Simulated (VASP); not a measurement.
# Si3N4 in VASP: notebook

Runs on Si3N4. Level: PBE. Tasks: single point, relaxation of cell and atoms.

All numbers are computed with VASP 6.6.1; they aren't measurements. Logs are shortened: lines on timing, memory, paths and dates and some standing lists are left out, and cuts for length are marked.

### 1 The cell of the first run

The structure is cubic, space group Fd-3m (No. 227). The conventional cell has a = 7.789 Å, b = 7.789 Å, c = 7.789 Å, α = 90.00°, β = 90.00°, γ = 90.00°. Within 2.4 Å of Si (site symmetry -43m) lie 4 N at 1.79 Å. Si (site symmetry -3m) has 6 N at 1.89 Å within 2.5 Å. N (site symmetry 3m) has 4 Si at 1.79 to 1.89 Å within 2.4 Å.

### 2 Single point, PBE

INCAR

```
PREC = Accurate ; ENCUT = 520
EDIFF = 1E-6 ; ISMEAR = 0
SIGMA = 0.02 ; LREAL = False
LASPH = True ; NELM = 100
ALGO = Normal ; ISIF = 2
LWAVE = False ; LCHARG = True
GGA = PE ; LELF = True
LVHAR = True ; NBANDS = 45
```

KPOINTS

```
Automatic mesh
0
Gamma
  6 6 6
```

POSCAR

```
Si3N4
1.0
    0.0000000000      3.8944085913      3.8944085913
    3.8944085913      0.0000000000      3.8944085913
    3.8944085913      3.8944085913      0.0000000000
Si N
6 8
Direct
    0.7500000000      0.7500000000      0.7500000000
    0.5000000000      0.5000000000      0.5000000000
    0.6250000000      0.1250000000      0.1250000000
    0.1250000000      0.1250000000      0.6250000000
    0.1250000000      0.6250000000      0.1250000000
    0.1250000000      0.1250000000      0.1250000000
    0.3675474522      0.8973576435      0.3675474522
    0.8824525478      0.8824525478      0.8824525478
    0.8973576435      0.3675474522      0.3675474522
    0.8824525478      0.8824525478      0.3526423565
    0.8824525478      0.3526423565      0.8824525478
    0.3675474522      0.3675474522      0.8973576435
    0.3526423565      0.8824525478      0.8824525478
    0.3675474522      0.3675474522      0.3675474522
```

Potentials or basis: VASP PAW PBE potentials, release 64 (Si, N).

Started as:

```bash
$ cat potpaw_PBE.64/Si/POTCAR potpaw_PBE.64/N/POTCAR > POTCAR
$ mpirun -np 1 vasp_std > vasp.out
```

OUTCAR:

```text
PREC = Accurate
   ENCUT = 520
   EDIFF = 1E-6
   ISMEAR = 0
   LREAL = False
   LASPH = True
   NELM = 100
   ISIF = 2
   GGA = PE

 ion  position               nearest neighbor table
   1  0.750  0.750  0.750-   8 1.79  10 1.79  11 1.79  13 1.79
   2  0.500  0.500  0.500-  14 1.79  12 1.79   7 1.79   9 1.79
   3  0.625  0.125  0.125-   7 1.89  10 1.89  11 1.89  12 1.89   8 1.89  14 1.89   6 2.75   4 2.75
                             5 2.75   4 2.75   5 2.75   6 2.75
   4  0.125  0.125  0.625-   7 1.89   9 1.89  11 1.89  13 1.89   8 1.89  14 1.89   6 2.75   3 2.75
                             5 2.75   6 2.75   5 2.75   3 2.75
   5  0.125  0.625  0.125-   9 1.89  10 1.89  12 1.89  13 1.89   8 1.89  14 1.89   6 2.75   4 2.75
                             3 2.75   4 2.75   6 2.75   3 2.75
   6  0.125  0.125  0.125-   7 1.89   9 1.89  10 1.89  11 1.89  12 1.89  13 1.89   3 2.75   4 2.75
                             5 2.75   4 2.75   5 2.75   3 2.75
   7  0.368  0.897  0.368-   2 1.79   3 1.89   4 1.89   6 1.89
   8  0.882  0.882  0.882-   1 1.79   3 1.89   4 1.89   5 1.89
   9  0.897  0.368  0.368-   2 1.79   4 1.89   5 1.89   6 1.89
  10  0.882  0.882  0.353-   1 1.79   3 1.89   5 1.89   6 1.89
  11  0.882  0.353  0.882-   1 1.79   3 1.89   4 1.89   6 1.89
  12  0.368  0.368  0.897-   2 1.79   3 1.89   5 1.89   6 1.89
  13  0.353  0.882  0.882-   1 1.79   4 1.89   5 1.89   6 1.89
  14  0.368  0.368  0.368-   2 1.79   3 1.89   4 1.89   5 1.89

  LATTYP: Found a face centered cubic cell.
 ALAT       =     7.7888171826

  Lattice vectors:

 A1 = (   0.0000000000,   3.8944085913,   3.8944085913)
 A2 = (   3.8944085913,   0.0000000000,   3.8944085913)
 A3 = (   3.8944085913,   3.8944085913,   0.0000000000)

Analysis of symmetry for initial positions (statically):
=====================================================================
 Subroutine PRICEL returns:
 Original cell was already a primitive cell.

 Routine SETGRP: Setting up the symmetry group for a
 face centered cubic supercell.

 Subroutine GETGRP returns: Found 48 space group operations
 (whereof 24 operations were pure point group operations)
 out of a pool of 48 trial point group operations.

The static configuration has the point symmetry T_d .
 The point group associated with its full space group is O_h .

Analysis of symmetry for dynamics (positions and initial velocities):
=====================================================================
 Subroutine PRICEL returns:
 Original cell was already a primitive cell.

 Routine SETGRP: Setting up the symmetry group for a
 face centered cubic supercell.

 Subroutine GETGRP returns: Found 48 space group operations
 (whereof 24 operations were pure point group operations)
 out of a pool of 48 trial point group operations.

The dynamic configuration has the point symmetry T_d .
 The point group associated with its full space group is O_h .

 Subroutine INISYM returns: Found 48 space group operations
 (whereof 24 operations are pure point group operations),
 and found     1 'primitive' translations

----------------------------------------------------------------------------------------

                                     Primitive cell

  volume of cell :     118.1285

  direct lattice vectors                    reciprocal lattice vectors
     0.000000000  3.894408591  3.894408591    -0.128389199  0.128389199  0.128389199
     3.894408591  0.000000000  3.894408591     0.128389199 -0.128389199  0.128389199
     3.894408591  3.894408591  0.000000000     0.128389199  0.128389199 -0.128389199

  length of vectors
     5.507525447  5.507525447  5.507525447     0.222376616  0.222376616  0.222376616

  position of ions in fractional coordinates (direct lattice)
     0.750000000  0.750000000  0.750000000
     0.500000000  0.500000000  0.500000000
     0.625000000  0.125000000  0.125000000
     0.125000000  0.125000000  0.625000000
     0.125000000  0.625000000  0.125000000
     0.125000000  0.125000000  0.125000000
     0.367547452  0.897357644  0.367547452
     0.882452548  0.882452548  0.882452548
     0.897357644  0.367547452  0.367547452
     0.882452548  0.882452548  0.352642356
     0.882452548  0.352642356  0.882452548
     0.367547452  0.367547452  0.897357644
     0.352642356  0.882452548  0.882452548
     0.367547452  0.367547452  0.367547452

  ion indices of the primitive-cell ions
   primitive index   ion index
                 1           1
                 2           2
                 3           3
                 4           4
                 5           5
                 6           6
                 7           7
                 8           8
                 9           9
                10          10
                11          11
                12          12
                13          13
                14          14

----------------------------------------------------------------------------------------

 KPOINTS: Automatic mesh

Automatic generation of k-mesh.
 Grid dimensions read from file:
 generate k-points for:    6    6    6

 Generating k-lattice:

  Cartesian coordinates                     Fractional coordinates (reciprocal lattice)
    -0.021398200  0.021398200  0.021398200     0.166666667  0.000000000  0.000000000
     0.021398200 -0.021398200  0.021398200     0.000000000  0.166666667  0.000000000
     0.021398200  0.021398200 -0.021398200     0.000000000  0.000000000  0.166666667

  Length of vectors
     0.037062769  0.037062769  0.037062769

  Shift w.r.t. Gamma in fractional coordinates (k-lattice)
     0.000000000  0.000000000  0.000000000

 Subroutine IBZKPT returns following result:
 ===========================================

 Found     16 irreducible k-points:

 Following reciprocal coordinates:
            Coordinates               Weight
  0.000000  0.000000  0.000000      1.000000
  0.166667  0.000000  0.000000      8.000000
  0.333333  0.000000  0.000000      8.000000
  0.500000  0.000000  0.000000      4.000000
  0.166667  0.166667  0.000000      6.000000
  0.333333  0.166667  0.000000     24.000000
[... 8 lines left out ...]
 -0.333333  0.333333  0.166667     24.000000
 -0.333333  0.500000  0.166667     12.000000
   k-points           NKPTS =     16   k-points in BZ     NKDIM =     16   number of bands    NBANDS=     45
   number of dos      NEDOS =    301   number of ions     NIONS =     14
   total plane-waves  NPLWV =  74088
   dimension x,y,z NGX =    42 NGY =   42 NGZ =   42
   dimension x,y,z NGXF=    84 NGYF=   84 NGZF=   84
   ions per type =               6   8
   NGX,Y,Z   is equivalent  to a cutoff of  12.68, 12.68, 12.68 a.u.
   NGXF,Y,Z  is equivalent  to a cutoff of  25.36, 25.36, 25.36 a.u.
 SYSTEM =  unknown system
   PREC   = accura    normal or accurate (medium, high low for compatibility)
   ISTART =      0    job   : 0-new  1-cont  2-samecut
   ICHARG =      2    charge: 1-file 2-atom 10-const
   ISPIN  =      1    spin polarized calculation?
   LNONCOLLINEAR =      F non collinear calculations
   LSORBIT =      F    spin-orbit coupling
   LASPH  =      T    aspherical Exc in radial PAW
   ENCUT  =  520.0 eV  38.22 Ry    6.18 a.u.  10.24 10.24 10.24*2*pi/ulx,y,z
   NELM   =    100;   NELMIN=  2; NELMDL= -5     # of ELM steps
   EDIFF  = 0.1E-05   stopping-criterion for ELM
   LREAL  =      F    real-space projection
   EDIFFG = 0.1E-04   stopping-criterion for IOM
   NSW    =      0    number of steps for IOM
   IBRION =     -1    ionic relax: 0-MD 1-quasi-New 2-CG
   NFREE  =      0    steps in history (QN), initial steepest desc. (CG)
   ISIF   =      2    stress and relaxation
   ISYM   =      2    0-nonsym 1-usesym 2-fastsym
   POTIM  = 0.5000    time-step for ionic-motion
   TEBEG  =    0.0;   TEEND  =   0.0 temperature during run
   PSTRESS=    0.0 pullay stress
   NELECT =      64.0000    total number of electrons
   NUPDOWN=      -1.0000    fix difference up-down
   EMIN   =  10.00;   EMAX   =-10.00  energy-range for DOS
   EFERMI =   0.00;   METHOD = LEGACY
   ISMEAR =     0;   SIGMA  =   0.02  broadening in eV -4-tet -1-fermi 0-gaus
   EFERMI_NEDOS =   21; number of points for ismear=-14 and -15
   IALGO  =     38    algorithm
   IMIX   =      4    mixing-type and parameters
     AMIX     =   0.40;   BMIX     =  1.00
     AMIX_MAG =   1.60;   BMIX_MAG =  1.00
  volume/ion in A,a.u.               =       8.44        56.94
  Fermi-wavevector in a.u.,A,eV,Ry     =   1.334596  2.522022 24.233987  1.781148
  Thomas-Fermi vector in A             =   2.463366
   LORBIT       =      0    0 simple, 1 ext, 2 COOP (PROOUT), +10 PAW based schemes
   GGA     = PE    functional components
   LHFCALC =     F    Hartree Fock is set to
   AEXX    =    0.0000 exact exchange contribution
   IVDW    =     0    specifies the selected vdW correction
   LEPSILON=     F    determine dielectric tensor
   LRPA    =     F    only Hartree local field effects (RPA)
 non-spin polarized calculation
 Gauss-broadening in eV      SIGMA  =   0.02
  energy-cutoff  :      520.00
  volume of cell :      118.13
 maximum number of plane-waves:      3218
 NGX is ok and might be reduce to    42
   NGX = 21   NGY = 21   NGZ = 21

 number of electron      64.0000005 magnetization

 Free energy of the ion-electron system (eV)
  ---------------------------------------------------
  ext. energy  EPLUGINS =         0.00000000
  ---------------------------------------------------
  free energy    TOTEN  =      -112.48430754 eV

  energy without entropy =     -112.48430754  energy(sigma->0) =     -112.48430754

 E-fermi :   9.2589     XC(G=0): -12.2165

 val. band max:        9.0919300120   @ k =  -0.1667   0.1667   0.0000
 cond. band min:      12.4235069068   @ k =   0.0000   0.0000   0.0000
 fundamental gap:      3.3315768948
 Fermi energy:         9.2589458725

 k-point     1 :       0.0000    0.0000    0.0000
  band No.  band energies     occupation
      1      -9.6669      2.00000
      2      -6.3968      2.00000
      3      -5.4758      2.00000
      4      -5.4758      2.00000
      5      -5.4758      2.00000
      6      -4.5152      2.00000
[... 36 lines left out ...]
     43      16.8683      0.00000
     44      18.6342      0.00000

 k-point     2 :       0.1667    0.0000    0.0000
  band No.  band energies     occupation
      1      -9.5194      2.00000
      2      -6.5722      2.00000
      3      -5.7957      2.00000
      4      -5.4488      2.00000
      5      -5.4488      2.00000
      6      -4.6266      2.00000
[... 36 lines left out ...]
     43      17.3076      0.00000
     44      18.1561      0.00000

 k-point     3 :       0.3333    0.0000    0.0000
  band No.  band energies     occupation
      1      -9.1006      2.00000
      2      -7.2970      2.00000
      3      -5.9643      2.00000
      4      -5.3601      2.00000
      5      -5.3601      2.00000
      6      -4.9074      2.00000
[... 600 lines left out ...]
     43      19.0576      0.00000
     44      19.0953      0.00000

 k-point    16 :      -0.3333    0.5000    0.1667
  band No.  band energies     occupation
      1      -7.9633      2.00000
      2      -7.9633      2.00000
      3      -6.6659      2.00000
      4      -6.6659      2.00000
      5      -5.1923      2.00000
      6      -5.1923      2.00000
[... 36 lines left out ...]
     43      18.8790      0.00000
     44      18.8790      0.00000
 [bands above 44 left out]

------------------------ aborting loop because EDIFF is reached ----------------------------------------

  FORCE on cell =-STRESS in cart. coord.  units (eV):
  Direction    XX          YY          ZZ          XY          YZ          ZX
  --------------------------------------------------------------------------------------
  -------------------------------------------------------------------------------------
  Total       -0.1029089     -0.1029089     -0.1029089      0.0000000      0.0000000     -0.0000000
  in kB       -1.3957544     -1.3957544     -1.3957544      0.0000000      0.0000000     -0.0000000
  external PRESSURE =      -1.3957544 kB  Pullay stress =       0.0000000 kB

 VOLUME and BASIS-vectors are now :
 -----------------------------------------------------------------------------
  energy-cutoff  :      520.00
  volume of cell :      118.13
      direct lattice vectors                 reciprocal lattice vectors
     0.000000000  3.894408591  3.894408591    -0.128389199  0.128389199  0.128389199
     3.894408591  0.000000000  3.894408591     0.128389199 -0.128389199  0.128389199
     3.894408591  3.894408591  0.000000000     0.128389199  0.128389199 -0.128389199

 POSITION                                       TOTAL-FORCE (eV/Angst)
 -----------------------------------------------------------------------------------
      5.84161      5.84161      5.84161         0.000000      0.000000      0.000000
      3.89441      3.89441      3.89441         0.000000      0.000000      0.000000
      0.97360      2.92081      2.92081         0.000000      0.000000      0.000000
      2.92081      2.92081      0.97360         0.000000      0.000000      0.000000
      2.92081      0.97360      2.92081         0.000000      0.000000      0.000000
      0.97360      0.97360      0.97360         0.000000      0.000000      0.000000
      4.92606      2.86276      4.92606        -0.002566      0.002566     -0.002566
      6.87326      6.87326      6.87326        -0.002566     -0.002566     -0.002566
      2.86276      4.92606      4.92606         0.002566     -0.002566     -0.002566
      4.80996      4.80996      6.87326         0.002566      0.002566     -0.002566
      4.80996      6.87326      4.80996         0.002566     -0.002566      0.002566
      4.92606      4.92606      2.86276        -0.002566     -0.002566      0.002566
      6.87326      4.80996      4.80996        -0.002566      0.002566      0.002566
      2.86276      2.86276      2.86276         0.002566      0.002566      0.002566
 -----------------------------------------------------------------------------------
    total drift:                               -0.000000      0.000000     -0.000000

  FREE ENERGIE OF THE ION-ELECTRON SYSTEM (eV)
  ---------------------------------------------------
  free  energy   TOTEN  =      -112.4843075409 eV

  energy  without entropy=     -112.4843075409  energy(sigma->0) =     -112.48430754
```

Wall time 62 s (1 thread of Intel Xeon Platinum 8488C (Sapphire Rapids), shared host); peak memory 0.27 GiB.

What came out:

```yaml
Free_energy: -112.4843 eV
Pressure: -0.1 GPa
Largest_force: 0.004 eV/Å
Band_gap_on_the_k_mesh: 3.33 eV, indirect (least direct gap 3.37 eV)
```

Forces on the atoms (eV/Å):
```
Si   0.000  0.000  0.000
Si   0.000  0.000  0.000
Si   0.000  0.000  0.000
Si   0.000  0.000  0.000
Si   0.000  0.000  0.000
Si   0.000  0.000  0.000
N   -0.003  0.003 -0.003
N   -0.003 -0.003 -0.003
N    0.003 -0.003 -0.003
N    0.003  0.003 -0.003
N    0.003 -0.003  0.003
N   -0.003 -0.003  0.003
N   -0.003  0.003  0.003
N    0.003  0.003  0.003
```

Levels at points of the mesh, in eV from the valence-band top:
```
           k point  band 29  band 30  band 31  band 32  band 33  band 34  band 35  band 36
(0.00, 0.00, 0.00)    -0.16    -0.04    -0.04    -0.04     3.33     3.33     3.33     4.88
(0.50, 0.00, 0.00)    -0.47    -0.47    -0.33    -0.33     4.92     5.76     5.76     6.22
(0.50, 0.50, 0.00)    -1.10    -1.10    -0.43    -0.43     6.62     6.62     6.94     6.94
```

A k mesh can miss the band edges.

(Part 1 of 2 ends here.)
